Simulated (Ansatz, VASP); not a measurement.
**Si in VASP and in Ansatz**

The input POSCAR:

```
Si
1.0
   -0.1436334000     -0.2337244800      2.5955116700
    2.8539932400     -0.1987167300     -0.1526128900
   -0.3441874700      4.6079786100     -0.4301308600
Si
2
Direct
    0.9669815000      0.9785314700      0.0148158000
    0.0330185000      0.5214685300      0.4851842000
```

INCAR.step1

```
ALGO     = Normal         # electronic algorithm
EDIFF    = 1E-5           # SCF threshold, eV
ENCUT    = 520            # plane-wave cutoff, eV
GGA      = PE             # functional
ISIF     = 2              # what is computed and relaxed
ISMEAR   = -1             # smearing method
LASPH    = True           # aspherical terms in the spheres
LREAL    = False          # projectors in reciprocal space
LWAVE    = True           # write WAVECAR
NBANDS   = 11             # bands
NELM     = 60             # most SCF steps
PREC     = Accurate       # precision mode
SIGMA    = 0.05           # smearing width, eV
```

The input INCAR.step2:

```
AEXX     = 0.15           # exact-exchange fraction
ALGO     = Normal         # electronic algorithm
EDIFF    = 1E-7           # SCF threshold, eV
ENCUT    = 520            # plane-wave cutoff, eV
GGA      = PE             # functional
HFSCREEN = 0.2            # screening, 1/A
ISIF     = 2              # what is computed and relaxed
ISMEAR   = -1             # smearing method
ISTART   = 1            
LASPH    = True           # aspherical terms in the spheres
LCHARG   = True           # write CHGCAR
LELF     = True           # ELF
LHFCALC  = True           # exact exchange
LREAL    = False          # projectors in reciprocal space
LVHAR    = True         
LWAVE    = False          # write WAVECAR
NBANDS   = 11             # bands
NELM     = 60             # most SCF steps
PREC     = Accurate       # precision mode
PRECFOCK = Normal       
SIGMA    = 0.05           # smearing width, eV
```

The input KPOINTS:

```
k-points
0
Gamma
  5 5 3
```

Contents of input:

```
crystal:
  lattice:
    - [-0.1436334, -0.23372448, 2.59551167]
    - [2.85399324, -0.19871673, -0.15261289]
    - [-0.34418747, 4.60797861, -0.43013086]
  atoms:
    - { symbol: Si, position: [0.9669815, 0.97853147, 0.0148158] }
    - { symbol: Si, position: [0.0330185, 0.52146853, 0.4851842] }
hamiltonian:
  xc: { exchange: pbe, correlation: pbe, exx: { coeff: 0.15, omega: 0.2 } }
  pseudopotentials: { kind: paw }
kpoints:
  mp_grid: { grid: [5, 5, 3] }
scf:
  occupations: { method: fermi_dirac, width: 0.05 }
output:
  forces: true
  stress: true
  eigenvalues: true
```

Alike in both runs: task single point; functional PBE-based screened hybrid with a share of 0.15 of exact exchange and HFSCREEN = 0.2; k mesh 5 × 5 × 3; occupations fermi-dirac, width 0.05 eV; no spin polarisation.

```csv
,VASP,Ansatz
version,VASP 6.6.1,Ansatz 0.2.0
potentials or method,"VASP PAW PBE potentials, release 64 (Si)",Ansatz PAW
plane-wave cutoff (eV),520,420
valence electrons in the cell,8,8
```

|  | VASP | Ansatz | Ansatz less VASP |
| --- | --- | --- | --- |
| gap on the k mesh at the Fermi level (eV) | none | none | - |
| pressure (GPa) | -5.8 | -5.7 | +0.14 |
| traceless stress, the component that is largest in VASP (GPa) | -9.28 | -9.26 | +0.018 |
| rms of the force components (eV/Å) | 0.319 | 0.323 | +0.0037 |

VASP's potentials were made for PBE, not for PBE-based screened hybrid. Atom by atom the forces differ by 0.004 eV/Å (rms over components). A gap of «none» marks a metal or a gap that the smearing closes.

The k mesh is coarse, so the values compare programs but aren't converged.
